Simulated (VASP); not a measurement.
# YB (Pm-3m) in VASP: further runs

Runs on YB. Level: PBE. Tasks: single point, relaxation of cell and atoms.

Everything below comes from runs of VASP 6.6.1. Logs are shortened: lines on timing, memory, paths and dates and some standing lists are left out, and cuts for length are marked.

**1. The cell of the first run**

The structure is cubic, space group Pm-3m (No. 221). Conventional cell: a = 3.215 Å, b = 3.215 Å, c = 3.215 Å, α = 90.00°, β = 90.00°, γ = 90.00°. Within 3.7 Å of Y (site symmetry m-3m) lie 8 B at 2.78 Å and 6 Y at 3.22 Å. Within 3.7 Å of B (site symmetry m-3m) lie 8 Y at 2.78 Å and 6 B at 3.22 Å.

**2. Single point, PBE**

File INCAR:

```
PREC     = Accurate       # precision mode
ENCUT    = 520            # plane-wave cutoff, eV
EDIFF    = 1E-6           # SCF threshold, eV
ISMEAR   = 0              # smearing method
SIGMA    = 0.1            # smearing width, eV
LREAL    = False          # projectors in reciprocal space
LASPH    = True           # aspherical terms in the spheres
NELM     = 60             # most SCF steps
ALGO     = Normal         # electronic algorithm
ISIF     = 2              # what is computed and relaxed
LWAVE    = False          # write WAVECAR
LCHARG   = False          # write CHGCAR
GGA      = PE             # functional
NBANDS   = 14             # bands
```

File KPOINTS:

```
regular mesh
0
Gamma
  18 18 18
```

File POSCAR:

```
YB
1.0
    3.2152459741      0.0000000000      0.0000000000
    0.0000000000      3.2152459741      0.0000000000
    0.0000000000      0.0000000000      3.2152459741
Y B
1 1
Direct
    0.5000000000      0.5000000000      0.5000000000
    0.0000000000      0.0000000000      0.0000000000
```

Potentials or basis: VASP PAW PBE potentials, release 64 (Y_sv, B).

The run is started by

```
$ cat potpaw_PBE.64/Y_sv/POTCAR potpaw_PBE.64/B/POTCAR > POTCAR
$ mpirun -np 1 vasp_std > vasp.out
```

OUTCAR:

```text
PREC = Accurate
   ENCUT = 520
   EDIFF = 1E-6
   ISMEAR = 0
   LREAL = False
   LASPH = True
   NELM = 60
   ISIF = 2
   GGA = PE

 ion  position               nearest neighbor table
   1  0.500  0.500  0.500-   2 2.78   2 2.78   2 2.78   2 2.78   2 2.78   2 2.78   2 2.78   2 2.78

   2  0.000  0.000  0.000-   1 2.78   1 2.78   1 2.78   1 2.78   1 2.78   1 2.78   1 2.78   1 2.78

  LATTYP: Found a simple cubic cell.
 ALAT       =     3.2152459741

  Lattice vectors:

 A1 = (   3.2152459741,   0.0000000000,   0.0000000000)
 A2 = (   0.0000000000,   3.2152459741,   0.0000000000)
 A3 = (   0.0000000000,   0.0000000000,   3.2152459741)

Analysis of symmetry for initial positions (statically):
=====================================================================
 Subroutine PRICEL returns:
 Original cell was already a primitive cell.

 Routine SETGRP: Setting up the symmetry group for a
 simple cubic supercell.

 Subroutine GETGRP returns: Found 48 space group operations
 (whereof 48 operations were pure point group operations)
 out of a pool of 48 trial point group operations.

The static configuration has the point symmetry O_h .

Analysis of symmetry for dynamics (positions and initial velocities):
=====================================================================
 Subroutine PRICEL returns:
 Original cell was already a primitive cell.

 Routine SETGRP: Setting up the symmetry group for a
 simple cubic supercell.

 Subroutine GETGRP returns: Found 48 space group operations
 (whereof 48 operations were pure point group operations)
 out of a pool of 48 trial point group operations.

The dynamic configuration has the point symmetry O_h .

 Subroutine INISYM returns: Found 48 space group operations
 (whereof 48 operations are pure point group operations),
 and found     1 'primitive' translations

----------------------------------------------------------------------------------------

                                     Primitive cell

  volume of cell :      33.2386

  direct lattice vectors                    reciprocal lattice vectors
     3.215245974  0.000000000  0.000000000     0.311018195  0.000000000  0.000000000
     0.000000000  3.215245974  0.000000000     0.000000000  0.311018195  0.000000000
     0.000000000  0.000000000  3.215245974     0.000000000  0.000000000  0.311018195

  length of vectors
     3.215245974  3.215245974  3.215245974     0.311018195  0.311018195  0.311018195

  position of ions in fractional coordinates (direct lattice)
     0.500000000  0.500000000  0.500000000
     0.000000000  0.000000000  0.000000000

  ion indices of the primitive-cell ions
[... 89 lines left out ...]
   EFERMI =   0.00;   METHOD = LEGACY
   ISMEAR =     0;   SIGMA  =   0.10  broadening in eV -4-tet -1-fermi 0-gaus
   EFERMI_NEDOS =   21; number of points for ismear=-14 and -15
   IALGO  =     38    algorithm
   IMIX   =      4    mixing-type and parameters
     AMIX     =   0.40;   BMIX     =  1.00
     AMIX_MAG =   1.60;   BMIX_MAG =  1.00
  volume/ion in A,a.u.               =      16.62       112.15
  Fermi-wavevector in a.u.,A,eV,Ry     =   1.227166  2.319007 20.489508  1.505936
  Thomas-Fermi vector in A             =   2.362140
   LORBIT       =      0    0 simple, 1 ext, 2 COOP (PROOUT), +10 PAW based schemes
   GGA     = PE    functional components
   LHFCALC =     F    Hartree Fock is set to
   AEXX    =    0.0000 exact exchange contribution
   IVDW    =     0    specifies the selected vdW correction
   LEPSILON=     F    determine dielectric tensor
   LRPA    =     F    only Hartree local field effects (RPA)
 non-spin polarized calculation
 Gauss-broadening in eV      SIGMA  =   0.10
  energy-cutoff  :      520.00
  volume of cell :       33.24
 maximum number of plane-waves:       922
 NGX is ok and might be reduce to    24
   NGX = 11   NGY = 11   NGZ = 11

 number of electron      14.0000001 magnetization

 Free energy of the ion-electron system (eV)
  ---------------------------------------------------
  ext. energy  EPLUGINS =         0.00000000
  ---------------------------------------------------
  free energy    TOTEN  =       -12.68279480 eV

  energy without entropy =      -12.67903720  energy(sigma->0) =      -12.68091600

 E-fermi :   4.5105     XC(G=0): -10.8462

 val. band max:        4.4839911977   @ k =   0.3889   0.3333   0.3333
 cond. band min:       4.5232485923   @ k =   0.3889   0.1111   0.0556
 fundamental gap:      0.0392573945
 Fermi energy:         4.5105107062

 k-point     1 :       0.0000    0.0000    0.0000
  band No.  band energies     occupation
      1     -37.5746      2.00000
      2     -17.2248      2.00000
      3     -17.2248      2.00000
      4     -17.2248      2.00000
      5      -4.0543      2.00000
      6       4.1100      2.00000
      7       4.1100      2.00000
      8       6.8714      0.00000
      9       6.8714      0.00000
     10       6.8714      0.00000
     11      10.3252      0.00000
     12      10.3252      0.00000
     13      10.3252      0.00000
     14      13.1218      0.00000
[... 377 lines left out ...]
      1     -37.5014      2.00000
      2     -17.8905      2.00000
      3     -17.2624      2.00000
      4     -17.1484      2.00000
      5      -2.2545      2.00000
      6       1.9177      2.00000
      7       4.5428      0.64765
      8       5.4650      0.00000
      9       5.5039      0.00000
     10       9.3525      0.00000
     11      10.0156      0.00000
     12      11.5870      0.00000
     13      12.2100      0.00000
     14      14.4101      0.00000

 [... further k-points ...]

------------------------ aborting loop because EDIFF is reached ----------------------------------------

  FORCE on cell =-STRESS in cart. coord.  units (eV):
  Direction    XX          YY          ZZ          XY          YZ          ZX
  --------------------------------------------------------------------------------------
  -------------------------------------------------------------------------------------
  Total       -0.0309028     -0.0309028     -0.0309028      0.0000000      0.0000000     -0.0000000
  in kB       -1.4895856     -1.4895856     -1.4895856      0.0000000      0.0000000     -0.0000000
  external PRESSURE =      -1.4895856 kB  Pullay stress =       0.0000000 kB

 VOLUME and BASIS-vectors are now :
 -----------------------------------------------------------------------------
  energy-cutoff  :      520.00
  volume of cell :       33.24
      direct lattice vectors                 reciprocal lattice vectors
     3.215245974  0.000000000  0.000000000     0.311018195  0.000000000  0.000000000
     0.000000000  3.215245974  0.000000000     0.000000000  0.311018195  0.000000000
     0.000000000  0.000000000  3.215245974     0.000000000  0.000000000  0.311018195

 POSITION                                       TOTAL-FORCE (eV/Angst)
 -----------------------------------------------------------------------------------
      1.60762      1.60762      1.60762         0.000000      0.000000      0.000000
      0.00000      0.00000      0.00000         0.000000      0.000000      0.000000
 -----------------------------------------------------------------------------------
    total drift:                                0.000000     -0.000000     -0.000000

  FREE ENERGIE OF THE ION-ELECTRON SYSTEM (eV)
  ---------------------------------------------------
  free  energy   TOTEN  =       -12.6827948050 eV

  energy  without entropy=      -12.6790371962  energy(sigma->0) =      -12.68091600
```

OSZICAR:

```text
N       E                     dE             d eps       ncg     rms          rms(c)
DAV:   1     0.374014548834E+02    0.37401E+02   -0.71396E+03  6168   0.975E+02
DAV:   2    -0.115714758967E+02   -0.48973E+02   -0.46818E+02  8206   0.199E+02
DAV:   3    -0.137214798021E+02   -0.21500E+01   -0.21229E+01  8998   0.306E+01
DAV:   4    -0.138248981671E+02   -0.10342E+00   -0.10339E+00  7052   0.475E+00
DAV:   5    -0.138258667557E+02   -0.96859E-03   -0.96857E-03  8258   0.497E-01    0.304E+01
DAV:   6    -0.126965083336E+02    0.11294E+01   -0.12487E+00  6724   0.789E+00    0.233E+01
DAV:   7    -0.126854778733E+02    0.11030E-01   -0.28948E-01  8720   0.329E+00    0.959E+00
DAV:   8    -0.126837611417E+02    0.17167E-02   -0.53282E-02  7630   0.138E+00    0.373E-01
DAV:   9    -0.126830511547E+02    0.70999E-03   -0.41869E-03  7500   0.402E-01    0.172E-01
DAV:  10    -0.126828380813E+02    0.21307E-03   -0.10675E-03  7408   0.273E-01    0.917E-02
DAV:  11    -0.126827978515E+02    0.40230E-04   -0.10299E-04  7486   0.826E-02    0.429E-02
DAV:  12    -0.126827940511E+02    0.38004E-05   -0.21743E-05  7750   0.351E-02    0.195E-02
DAV:  13    -0.126827948050E+02   -0.75388E-06   -0.30285E-06  6898   0.150E-02
   1 F= -.12682795E+02 E0= -.12680916E+02  d E =-.375761E-02
```

Wall time 22 s (1 thread of Intel Xeon 6975P-C (Granite Rapids), shared host); peak memory 0.24 GiB.

What came out:

| Property | Result |
| --- | --- |
| Free energy | -12.6828 eV |
| Pressure | -0.1 GPa |
| Band gap on the k mesh | zero (bands 7 and 8 overlap by 3.85 eV) |

Levels at points of the mesh, in eV from the Fermi level:
```tsv
k point	band 5	band 6	band 7	band 8	band 9	band 10
(0.00, 0.00, 0.00)	-8.56	-0.40	-0.40	2.36	2.36	2.36
(0.50, 0.00, 0.00)	-5.70	-4.18	0.47	0.47	0.63	6.26
(0.50, 0.50, 0.00)	-6.26	-1.09	-1.09	0.39	3.25	3.48
(0.50, 0.50, 0.50)	-3.39	-3.39	-3.39	-3.34	7.63	7.63
```

**3. Relaxation of cell and atoms, PBE**

File INCAR:

```
ALGO = Normal
EDIFF = 1E-6
EDIFFG = -0.01
ENCUT = 600
GGA = PE
IBRION = 2
ISIF = 3
ISMEAR = 0
LASPH = T
LCHARG = F
LREAL = F
LWAVE = F
NELM = 100
NSW = 100
PREC = Accurate
SIGMA = 0.1
```

File KPOINTS:

```
k-points
0
Gamma
  18 18 18
```

File POSCAR:

```
YB
1.0
    3.2162447334      0.0000000000      0.0000000000
    0.0000000000      3.2162447334      0.0000000000
    0.0000000000      0.0000000000      3.2162447334
Y B
1 1
Direct
    0.5000000000      0.5000000000      0.5000000000
    0.0000000000      0.0000000000      0.0000000000
```

Potentials or basis: VASP PAW PBE potentials, release 64 (Y_sv, B).

The run is started by

```
$ cat potpaw_PBE.64/Y_sv/POTCAR potpaw_PBE.64/B/POTCAR > POTCAR
$ mpirun -np 1 vasp_std > vasp.out
```

Wall time 71 s (1 thread of Intel Xeon 6975P-C (Granite Rapids), shared host); peak memory 0.28 GiB.

The run converged. Its results:

- Free energy: -12.6834 eV
- Relaxed volume: 16.60 Å³/atom
- Relaxed cell: a = 3.214 Å, b = 3.214 Å, c = 3.214 Å, α = 90.00°, β = 90.00°, γ = 90.00°
- Space group after relaxing (to 0.1 Å): Pm-3m (No. 221)
- Energy gained by relaxing: 0.0 meV/atom
- Ionic steps: 3
- Pressure after relaxing: 0.0 GPa
- Band gap on the k mesh: zero (bands 7 and 8 overlap by 3.85 eV)

Final structure:
```
Y B
1.0
     3.21379    0.00000    0.00000
     0.00000    3.21379    0.00000
     0.00000    0.00000    3.21379
Y B
1 1
Cartesian
  1.6069 1.6069 1.6069
  0.0000 0.0000 0.0000
```

Levels at points of the mesh, in eV from the Fermi level:
```tsv
k point	band 5	band 6	band 7	band 8	band 9	band 10
(0.00, 0.00, 0.00)	-8.57	-0.40	-0.40	2.36	2.36	2.36
(0.50, 0.00, 0.00)	-5.69	-4.19	0.47	0.47	0.63	6.26
(0.50, 0.50, 0.00)	-6.26	-1.09	-1.09	0.39	3.25	3.49
(0.50, 0.50, 0.50)	-3.40	-3.40	-3.40	-3.34	7.64	7.64
```

The gap in the log of VASP goes by the Fermi energy; the results here count the filled bands.